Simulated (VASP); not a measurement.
Write the native input for VASP 6.6.1 that does the following.

```yaml
Task: single point
Functional: PBE
Potentials_or_basis: VASP PAW PBE potentials, release 64 (Zr_sv, Ti_sv)
Cutoff: 400 eV
k_mesh: 1 × 1 × 1, shifted
Occupations: fermi-dirac, width 0.1853 eV
Spin: no spin polarisation
Dipole_correction: no
Mended: yes
Further_INCAR_settings: LREAL = Auto; ALGO = Normal; EDIFF = 1e-06; NBANDS = 162; ISYM = -1
```

The structure of Zr5Ti3 lies in POSCAR:

```
Zr5Ti3
1.0
    8.0883500000     -0.0717440000      0.2860350000
   -0.0717440000      7.8939330000     -0.0068350000
    0.2860350000     -0.0068350000      8.1197920000
Zr Ti
15 9
Direct
    0.7064110203      0.0507762200      0.4013645644
    0.0459263923      0.4927241183      0.8333919408
    0.8778049474      0.8798835806      0.8093335477
    0.2709579484      0.1413114449      0.7934851542
    0.1292448765      0.0501289429      0.2542753648
    0.6031655688      0.7072385951      0.5586795219
    0.4894084473      0.1006339488      0.0967855935
    0.9485754337      0.4469407360      0.1799017839
    0.9878454890      0.1477446500      0.5481172979
    0.0748956012      0.8108707932      0.0566793507
    0.6653962366      0.4220989638      0.0349307512
    0.2884540784      0.4374580867      0.1445468140
    0.4109397845      0.5232961138      0.7645936703
    0.7823980270      0.4153540510      0.6422363683
    0.3932856383      0.1091624603      0.4417356587
    0.4019743435      0.7756371466      0.9541214539
    0.1808387642      0.8637810819      0.5850608892
    0.9257940676      0.7213411412      0.4495199952
    0.8639878991      0.1337128930      0.0401858999
    0.1776334467      0.4928269499      0.4852653971
    0.3634585529      0.7917547190      0.2716508965
    0.6752410055      0.7619448850      0.1049570398
    0.5228316134      0.4507127045      0.3587213171
    0.5981021076      0.0805834982      0.8113384742
```

The input as run:

INCAR

```
SYSTEM = Zr5Ti3
ALGO = Normal
EDIFF = 1E-6
ENCUT = 400
GGA = PE
GGA_COMPAT = .False.
ISIF = 2
ISMEAR = -1
ISYM = -1
LASPH = .True.
LCHARG = .True.
LELF = .True.
LREAL = Auto
LVHAR = .True.
LWAVE = .False.
NBANDS = 162
NELM = 120
PREC = Accurate
SIGMA = 0.1853
```

KPOINTS

```
explicit points
1
Reciprocal
  0.25000000   0.25000000   0.25000000 1
```

Potentials or basis: VASP PAW PBE potentials, release 64 (Zr_sv, Ti_sv).

Run with:

```bash
$ cat potpaw_PBE.64/Zr_sv/POTCAR potpaw_PBE.64/Ti_sv/POTCAR > POTCAR
$ mpirun -np 1 vasp_std > vasp.out
```

Results of the run:

The pressure is 2.4 GPa. The largest force is 2.850 eV/Å.

Caveat: the atoms stand as in a frame of molecular dynamics.

It took 4.8 min on 1 thread of Intel(R) Xeon(R) Platinum 8375C CPU @ 2.90GHz (Ice Lake), with other jobs on the host, peak memory 0.4 GiB.
